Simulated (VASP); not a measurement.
Set up this calculation in VASP 6.6.1, as the native input.

* Task: relaxation of cell and atoms
* Functional: PBEsol
* Potentials or basis: VASP PAW PBE potentials, release 64 (Na_pv, I)
* Cutoff: 600 eV
* k mesh: 14 × 14 × 14
* Occupations: fermi-dirac, width 0.05 eV
* Spin: no spin polarisation
* Dipole correction: no
* Further INCAR settings: ALGO = Normal; EDIFF = 1e-06; IBRION = 2; EDIFFG = -0.002; NSW = 100; ISIF = 3

The structure of NaI lies in POSCAR:

```
NaI
1.0
    0.0000000000      3.2364000000      3.2364000000
    3.2364000000      0.0000000000      3.2364000000
    3.2364000000      3.2364000000      0.0000000000
Na I
1 1
Direct
    0.0000000000      0.0000000000      0.0000000000
    0.5000000000      0.5000000000      0.5000000000
```

The input as run:

INCAR

```
ALGO = Normal
EDIFF = 1E-6
EDIFFG = -0.002
ENCUT = 600
GGA = PS
IBRION = 2
ISIF = 3
ISMEAR = -1
LASPH = True
LCHARG = False
LREAL = False
LWAVE = False
NELM = 60
NSW = 100
PREC = Accurate
SIGMA = 0.05
```

KPOINTS

```
k-points
0
Gamma
  14 14 14
```

Potentials or basis: VASP PAW PBE potentials, release 64 (Na_pv, I).

Launch:

```bash
$ cat potpaw_PBE.64/Na_pv/POTCAR potpaw_PBE.64/I/POTCAR > POTCAR
$ mpirun -np 1 vasp_std > vasp.out
```

Results of the run:

```json
{
 "Relaxed volume": "32.91 Å³/atom",
 "Relaxed cell": "a = 4.532 Å, b = 4.532 Å, c = 4.532 Å, α = 60.00°, β = 60.00°, γ = 60.00°",
 "Space group after relaxing (to 0.1 Å)": "Fm-3m (No. 225)",
 "Energy gained by relaxing": "1.6 meV/atom",
 "Ionic steps": "8",
 "Pressure after relaxing": "0.0 GPa",
 "Band gap on the k mesh": "3.58 eV"
}
```

Caveat: the PAW data sets were made with another functional, which shifts forces and pressure a little; spin-orbit coupling is left out, which moves the levels of the heavy elements.

Wall time 6.6 min on 1 thread of Oxide Virtual Turin-like Processor, on a shared host, peak memory 0.28 GiB.
